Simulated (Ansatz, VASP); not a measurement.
**One calculation of C, two programs**

```
C
1.0
     0.00000    1.78011    1.78011
     1.78011    0.00000    1.78011
     1.78011    1.78011    0.00000
C
2
Direct
  0.87500 0.87500 0.87500
  0.12500 0.12500 0.12500
```

Alike in both runs: functional r2SCAN; k mesh 16 × 16 × 16; occupations fermi-dirac, width 0.02 eV; no spin polarisation.

Ansatz relaxed the structure, and its values are those at the end. VASP's run is a single point on that final structure, the one shown.

```csv
,VASP,Ansatz
version,VASP 6.6.1,Ansatz 0.2.0
potentials or method,"VASP PAW PBE potentials, release 64 (C_h)","PAW with Ansatz's default frozen-core files, scalar-relativistic"
plane-wave cutoff (eV),910,500
valence electrons in the cell,8,8
```

|  | VASP | Ansatz | Ansatz less VASP |
| --- | --- | --- | --- |
| gap on the k mesh at the Fermi level (eV) | 4.37 | 4.37 | -0.002 |

VASP's potentials were made for PBE, not for r2SCAN.

Noted on VASP's run: the cutoff is short for stress, so the pressure is rough.
